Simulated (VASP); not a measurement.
# Ni (P6_3/mmc) in VASP: further runs

The runs below take Ni through single point, relaxation of cell and atoms, with PBEsol.

All numbers are computed with VASP 6.6.1; they aren't measurements. Logs are shortened: lines on timing, memory, paths and dates and some standing lists are left out, and cuts for length are marked.

## Step 1: The cell of the first run

Symmetry: P6_3/mmc, No. 194, hexagonal system. Conventional cell: a = 2.445 Å, b = 2.445 Å, c = 4.022 Å, α = 90.00°, β = 90.00°, γ = 120.00°. Within 3.2 Å of Ni (site symmetry -6m2) lie 12 Ni at 2.44 to 2.46 Å.

This isn't the form of Ni at room conditions, which is fcc.

## Step 2: Single point, PBEsol, collinear spin, ferromagnetic start

File INCAR:

```
  PREC = Accurate
  ENCUT = 600
  EDIFF = 1E-6
  ISMEAR = 0
  SIGMA = 0.1
  LREAL = F
  LASPH = T
  NELM = 200
  ALGO = Normal
  ISIF = 2
  LWAVE = F
  LCHARG = F
  ISPIN = 2
  MAGMOM = 0.81 0.81
  LORBIT = 11
  LMAXMIX = 4
  GGA = PS
  NBANDS = 21
  GGA_COMPAT = F
```

File KPOINTS:

```
Automatic mesh
0
Gamma
  18 18 10
```

File POSCAR:

```
Ni
1.0
    2.4446376752      0.0000000000      0.0000000000
   -1.2223188376      2.1171183297      0.0000000000
    0.0000000000      0.0000000000      4.0217100826
Ni
2
Direct
    0.3333333333      0.6666666667      0.2500000000
    0.6666666667      0.3333333333      0.7500000000
```

Potentials or basis: VASP PAW PBE potentials, release 64 (Ni).

Started as:

```bash
> cat potpaw_PBE.64/Ni/POTCAR > POTCAR
> mpirun -np 1 vasp_std > vasp.out
```

OUTCAR:

```text
PREC = Accurate
   ENCUT = 600
   EDIFF = 1E-6
   ISMEAR = 0
   LREAL = F
   LASPH = T
   NELM = 200
   ISIF = 2
   ISPIN = 2
   LORBIT = 11
   GGA = PS

 ion  position               nearest neighbor table
   1  0.333  0.667  0.250-   2 2.46   2 2.46   2 2.46   2 2.46   2 2.46   2 2.46
   2  0.667  0.333  0.750-   1 2.46   1 2.46   1 2.46   1 2.46   1 2.46   1 2.46

  LATTYP: Found a hexagonal cell.
 ALAT       =     2.4446376752
 C/A-ratio  =     1.6451149892

  Lattice vectors:

 A1 = (   2.4446376752,   0.0000000000,   0.0000000000)
 A2 = (  -1.2223188376,   2.1171183297,   0.0000000000)
 A3 = (   0.0000000000,   0.0000000000,   4.0217100826)

Analysis of symmetry for initial positions (statically):
=====================================================================
 Subroutine PRICEL returns:
 Original cell was already a primitive cell.

 Routine SETGRP: Setting up the symmetry group for a
 hexagonal supercell.

 Subroutine GETGRP returns: Found 24 space group operations
 (whereof 12 operations were pure point group operations)
 out of a pool of 24 trial point group operations.

The static configuration has the point symmetry D_3d.
 The point group associated with its full space group is D_6h.

Analysis of symmetry for dynamics (positions and initial velocities):
=====================================================================
 Subroutine PRICEL returns:
 Original cell was already a primitive cell.

 Routine SETGRP: Setting up the symmetry group for a
 hexagonal supercell.

 Subroutine GETGRP returns: Found 24 space group operations
 (whereof 12 operations were pure point group operations)
 out of a pool of 24 trial point group operations.

The dynamic configuration has the point symmetry D_3d.
 The point group associated with its full space group is D_6h.

Analysis of structural, dynamic, and magnetic symmetry:
=====================================================================
 Subroutine PRICEL returns:
 Original cell was already a primitive cell.

 Routine SETGRP: Setting up the symmetry group for a
 hexagonal supercell.

 Subroutine GETGRP returns: Found 24 space group operations
 (whereof 12 operations were pure point group operations)
 out of a pool of 24 trial point group operations.

The overall configuration has the point symmetry D_3d.
 The point group associated with its full space group is D_6h.

 Subroutine INISYM returns: Found 24 space group operations
 (whereof 12 operations are pure point group operations),
 and found     1 'primitive' translations

----------------------------------------------------------------------------------------

                                     Primitive cell

  volume of cell :      20.8147

  direct lattice vectors                    reciprocal lattice vectors
     2.444637675  0.000000000  0.000000000     0.409058573  0.236170077  0.000000000
    -1.222318838  2.117118330  0.000000000     0.000000000  0.472340155  0.000000000
     0.000000000  0.000000000  4.021710083     0.000000000  0.000000000  0.248650445

  length of vectors
     2.444637675  2.444637675  4.021710083     0.472340155  0.472340155  0.248650445

  position of ions in fractional coordinates (direct lattice)
     0.333333333  0.666666667  0.250000000
     0.666666667  0.333333333  0.750000000

  ion indices of the primitive-cell ions
   primitive index   ion index
                 1           1
                 2           2

----------------------------------------------------------------------------------------

 KPOINTS: Automatic mesh

Automatic generation of k-mesh.
 Grid dimensions read from file:
 generate k-points for:   18   18   10

 Generating k-lattice:

  Cartesian coordinates                     Fractional coordinates (reciprocal lattice)
     0.022725476  0.013120560  0.000000000     0.055555556  0.000000000  0.000000000
     0.000000000  0.026241120  0.000000000     0.000000000  0.055555556  0.000000000
     0.000000000  0.000000000  0.024865044     0.000000000  0.000000000  0.100000000

  Length of vectors
     0.026241120  0.026241120  0.024865044

  Shift w.r.t. Gamma in fractional coordinates (k-lattice)
     0.000000000  0.000000000  0.000000000

 Subroutine IBZKPT returns following result:
 ===========================================

 Found    222 irreducible k-points:

 Following reciprocal coordinates:
            Coordinates               Weight
  0.000000  0.000000  0.000000      1.000000
  0.055556  0.000000  0.000000      6.000000
  0.111111  0.000000  0.000000      6.000000
  0.166667 -0.000000  0.000000      6.000000
  0.222222  0.000000  0.000000      6.000000
  0.277778  0.000000  0.000000      6.000000
[... 16 lines left out ...]
  0.333333  0.111111  0.000000     12.000000
  0.388889  0.111111  0.000000     12.000000
 [... further k-points ...]
   k-points           NKPTS =    222   k-points in BZ     NKDIM =    222   number of bands    NBANDS=     21
   number of dos      NEDOS =    301   number of ions     NIONS =      2
   total plane-waves  NPLWV =  12800
   dimension x,y,z NGX =    20 NGY =   20 NGZ =   32
   dimension x,y,z NGXF=    40 NGYF=   40 NGZF=   64
   ions per type =               2
   NGX,Y,Z   is equivalent  to a cutoff of  13.60, 13.60, 13.23 a.u.
   NGXF,Y,Z  is equivalent  to a cutoff of  27.20, 27.20, 26.46 a.u.
 SYSTEM =  unknown system
   PREC   = accura    normal or accurate (medium, high low for compatibility)
   ISTART =      0    job   : 0-new  1-cont  2-samecut
   ICHARG =      2    charge: 1-file 2-atom 10-const
   ISPIN  =      2    spin polarized calculation?
   LNONCOLLINEAR =      F non collinear calculations
   LSORBIT =      F    spin-orbit coupling
   LASPH  =      T    aspherical Exc in radial PAW
   ENCUT  =  600.0 eV  44.10 Ry    6.64 a.u.   4.88  4.88  8.03*2*pi/ulx,y,z
   NELM   =    200;   NELMIN=  2; NELMDL= -5     # of ELM steps
   EDIFF  = 0.1E-05   stopping-criterion for ELM
   LREAL  =      F    real-space projection
   EDIFFG = 0.1E-04   stopping-criterion for IOM
   NSW    =      0    number of steps for IOM
   IBRION =     -1    ionic relax: 0-MD 1-quasi-New 2-CG
   NFREE  =      0    steps in history (QN), initial steepest desc. (CG)
   ISIF   =      2    stress and relaxation
   ISYM   =      2    0-nonsym 1-usesym 2-fastsym
   POTIM  = 0.5000    time-step for ionic-motion
   TEBEG  =    0.0;   TEEND  =   0.0 temperature during run
   PSTRESS=    0.0 pullay stress
   NELECT =      20.0000    total number of electrons
   NUPDOWN=      -1.0000    fix difference up-down
   EMIN   =  10.00;   EMAX   =-10.00  energy-range for DOS
   EFERMI =   0.00;   METHOD = LEGACY
   ISMEAR =     0;   SIGMA  =   0.10  broadening in eV -4-tet -1-fermi 0-gaus
   EFERMI_NEDOS =   21; number of points for ismear=-14 and -15
   IALGO  =     38    algorithm
   IMIX   =      4    mixing-type and parameters
     AMIX     =   0.40;   BMIX     =  1.00
     AMIX_MAG =   1.60;   BMIX_MAG =  1.00
  volume/ion in A,a.u.               =      10.41        70.23
  Fermi-wavevector in a.u.,A,eV,Ry     =   1.615454  3.052766 35.507027  2.609693
  Thomas-Fermi vector in A             =   2.710199
   LORBIT       =     11    0 simple, 1 ext, 2 COOP (PROOUT), +10 PAW based schemes
   GGA     = PS    functional components
   LHFCALC =     F    Hartree Fock is set to
   AEXX    =    0.0000 exact exchange contribution
   IVDW    =     0    specifies the selected vdW correction
   LEPSILON=     F    determine dielectric tensor
   LRPA    =     F    only Hartree local field effects (RPA)
 spin polarized calculation
 Gauss-broadening in eV      SIGMA  =   0.10
  energy-cutoff  :      600.00
  volume of cell :       20.81
 maximum number of plane-waves:       711
 NGX is ok and might be reduce to    20
   NGX =  9   NGY =  9   NGZ = 17

 number of electron      19.9999991 magnetization       1.2134167

 Free energy of the ion-electron system (eV)
  ---------------------------------------------------
  ext. energy  EPLUGINS =         0.00000000
  ---------------------------------------------------
  free energy    TOTEN  =       -12.22862732 eV

  energy without entropy =      -12.20753363  energy(sigma->0) =      -12.21808048

 E-fermi :   9.8548     XC(G=0): -13.6993

 val. band max:        9.8543814222   @ k =   0.1111   0.0556   0.2000
 cond. band min:       9.8565420334   @ k =   0.0556   0.0000   0.0000
 fundamental gap:      0.0021606112
 Fermi energy:         9.8547996437

 spin component 1

 k-point     1 :       0.0000    0.0000    0.0000
  band No.  band energies     occupation
      1       0.4550      1.00000
      2       4.7434      1.00000
      3       7.2979      1.00000
      4       7.4108      1.00000
      5       7.4108      1.00000
      6       7.6952      1.00000
[... 13 lines left out ...]
     20      36.5620      0.00000
     21      41.1608      0.00000
[... 529 lines left out ...]
 k-point    24 :       0.3889    0.1111    0.0000
  band No.  band energies     occupation
      1       5.1844      1.00000
      2       5.4947      1.00000
      3       5.6551      1.00000
      4       6.9350      1.00000
      5       7.2692      1.00000
      6       7.4576      1.00000
[... 13 lines left out ...]
     20      35.3425      0.00000
     21      40.7732      0.00000

 [... further k-points ...]

 spin component 2

 k-point     1 :       0.0000    0.0000    0.0000
  band No.  band energies     occupation
      1       0.4468      1.00000
      2       5.1210      1.00000
      3       7.9560      1.00000
      4       8.0494      1.00000
      5       8.0494      1.00000
      6       8.3520      1.00000
[... 13 lines left out ...]
     20      36.6587      0.00000
     21      41.2499      0.00000
[... 529 lines left out ...]
 k-point    24 :       0.3889    0.1111    0.0000
  band No.  band energies     occupation
      1       5.4833      1.00000
      2       5.9828      1.00000
      3       6.1190      1.00000
      4       7.2803      1.00000
      5       7.8588      1.00000
      6       8.0273      1.00000
[... 13 lines left out ...]
     20      35.4615      0.00000
     21      40.7719      0.00000

 [... further k-points ...]

------------------------ aborting loop because EDIFF is reached ----------------------------------------

  FORCE on cell =-STRESS in cart. coord.  units (eV):
  Direction    XX          YY          ZZ          XY          YZ          ZX
  --------------------------------------------------------------------------------------
  -------------------------------------------------------------------------------------
  Total       -0.0279009     -0.0279009     -0.0350184      0.0000000      0.0000000      0.0000000
  in kB       -2.1476277     -2.1476277     -2.6954841      0.0000000      0.0000000      0.0000000
  external PRESSURE =      -2.3302465 kB  Pullay stress =       0.0000000 kB

 VOLUME and BASIS-vectors are now :
 -----------------------------------------------------------------------------
  energy-cutoff  :      600.00
  volume of cell :       20.81
      direct lattice vectors                 reciprocal lattice vectors
     2.444637675  0.000000000  0.000000000     0.409058573  0.236170077  0.000000000
    -1.222318838  2.117118330  0.000000000     0.000000000  0.472340155  0.000000000
     0.000000000  0.000000000  4.021710083     0.000000000  0.000000000  0.248650445

 POSITION                                       TOTAL-FORCE (eV/Angst)
 -----------------------------------------------------------------------------------
     -0.00000      1.41141      1.00543        -0.000000     -0.000000      0.000000
      1.22232      0.70571      3.01628         0.000000      0.000000      0.000000
 -----------------------------------------------------------------------------------
    total drift:                               -0.000000      0.000000     -0.000000

  FREE ENERGIE OF THE ION-ELECTRON SYSTEM (eV)
  ---------------------------------------------------
  free  energy   TOTEN  =       -12.2286273167 eV

  energy  without entropy=      -12.2075336343  energy(sigma->0) =      -12.21808048

 total charge

# of ion       s       p       d       tot
------------------------------------------
    1        0.518   0.542   8.337   9.397
    2        0.518   0.542   8.337   9.397
--------------------------------------------------
tot          1.037   1.085  16.673  18.795

 magnetization (x)

# of ion       s       p       d       tot
------------------------------------------
    1       -0.005  -0.024   0.642   0.613
    2       -0.005  -0.024   0.642   0.613
--------------------------------------------------
tot         -0.010  -0.048   1.284   1.225
```

It took 2.2 min on 1 thread of Oxide Virtual Turin-like, shared host; peak memory 0.23 GiB.

What came out:

* Free energy: -12.2286 eV
* Pressure: -0.2 GPa
* Net moment: 1.21 μB per cell
* Site moments: Ni +0.61 μB
* Valence electrons inside the program's atomic spheres: Ni 9.40

Caveat: the PAW data sets were made with another functional, which shifts forces and pressure a little.

## Step 3: Relaxation of cell and atoms, PBEsol, collinear spin, ferromagnetic start

This run uses another cell than the first one, of 14.72 Å³/atom.

File INCAR:

```
SYSTEM = Ni
  ALGO = Normal
  EDIFF = 1E-7
  EDIFFG = -0.05
  ENCUT = 600
  GGA = PS
  GGA_COMPAT = .False.
  IBRION = 2
  ISIF = 3
  ISMEAR = 0
  ISPIN = 2
  LASPH = .True.
  LCHARG = .False.
  LMAXMIX = 4
  LORBIT = 11
  LREAL = .False.
  LWAVE = .False.
  MAGMOM = 0.89 0.89
  NELM = 200
  NELMIN = 4
  NSW = 80
  PREC = Accurate
  SIGMA = 0.1
```

File KPOINTS:

```
k-points
0
Gamma
  12 12 4
  0 0 0
```

File POSCAR:

```
Ni
1.0
    2.6208847247      0.0000000000      0.0000000000
   -1.3104423623      2.2697527520      0.0000000000
    0.0000000000      0.0000000000      4.9479232038
Ni
2
Direct
    0.3333333333      0.6666666667      0.2500000000
    0.6666666667      0.3333333333      0.7500000000
```

Potentials or basis: VASP PAW PBE potentials, release 64 (Ni).

Started as:

```bash
> cat potpaw_PBE.64/Ni/POTCAR > POTCAR
> mpirun -np 1 vasp_std > vasp.out
```

Run time: 5.6 min. Hardware: 1 thread of Oxide Virtual Turin-like, shared host; peak memory 0.18 GiB.

It converged, with:

```yaml
Free_energy: -12.2360 eV
Relaxed_volume: 10.43 Å³/atom
Relaxed_cell: a = 2.448 Å, b = 2.448 Å, c = 4.019 Å, α = 90.00°, β = 90.00°, γ = 120.00°
Space_group_after_relaxing_to_0.1_Å: P6_3/mmc (No. 194)
Energy_gained_by_relaxing: 666.1 meV/atom
Ionic_steps: 7
Pressure_after_relaxing: -0.1 GPa
Net_moment: 1.39 μB per cell
Site_moments: Ni +0.70 μB
Valence_electrons_inside_the_program's_atomic_spheres: Ni 9.39
```

Stress tensor (GPa, compression positive):
```
 0.13  0.00  0.00
 0.00  0.13  0.00
 0.00  0.00 -0.64
```

Step by step:
```
step  energy change (eV)  largest force (eV/Å)  pressure (GPa)  volume (Å³)
   1              0.0000                0.0000          -31.21        29.43
   2             -1.0239                0.0000           32.08        18.82
   3             -1.1929                0.0000            1.28        20.96
   4             -1.3235                0.0000            5.23        20.39
   5             -1.3235                0.0000            5.51        20.37
   6             -1.3239                0.0000           -5.11        21.36
   7             -1.3322                0.0000           -0.12        20.86
```

Final structure:
```
Ni
1.0
     2.44826    0.00000    0.00000
    -1.22413    2.12026    0.00000
     0.00000    0.00000    4.01880
Ni
2
Direct
  0.33333 0.66667 0.25000
  0.66667 0.33333 0.75000
```

Levels at points of the mesh, in eV from the Fermi level:
Spin up:
| k point | band 7 | band 8 | band 9 | band 10 | band 11 | band 12 | band 13 | band 14 | band 15 |
| --- | --- | --- | --- | --- | --- | --- | --- | --- | --- |
| (0.00, 0.00, 0.00) | -2.23 | -1.80 | -1.80 | -0.80 | -0.80 | -0.53 | 5.81 | 22.94 | 25.85 |
| (0.50, 0.00, 0.00) | -2.21 | -0.67 | -0.61 | -0.54 | 1.14 | 3.11 | 9.48 | 10.09 | 12.63 |
| (0.00, 0.00, 0.50) | -2.56 | -2.56 | -1.10 | -1.10 | -1.10 | -1.10 | 14.62 | 14.62 | 23.67 |
| (0.50, 0.00, 0.50) | -1.10 | -1.10 | -0.59 | -0.59 | 1.38 | 1.38 | 7.01 | 7.01 | 18.65 |
Spin down:
```csv
k point,band 6,band 7,band 8,band 9,band 10,band 11,band 12,band 13,band 14,band 15
"(0.00, 0.00, 0.00)",-1.48,-1.48,-1.06,-1.06,-0.54,-0.01,-0.01,6.26,22.85,25.78
"(0.50, 0.00, 0.00)",-1.85,-1.49,0.15,0.19,0.29,1.67,3.53,9.65,10.25,12.87
"(0.00, 0.00, 0.50)",-1.84,-1.84,-1.84,-0.32,-0.32,-0.32,-0.32,14.81,14.81,23.59
"(0.50, 0.00, 0.50)",-0.97,-0.45,-0.45,0.24,0.24,1.60,1.60,7.39,7.39,18.75
```

Caveat: the volume moved by over 15 % at a fixed basis, so the end points are rough; the PAW data sets were made with another functional, which shifts forces and pressure a little.
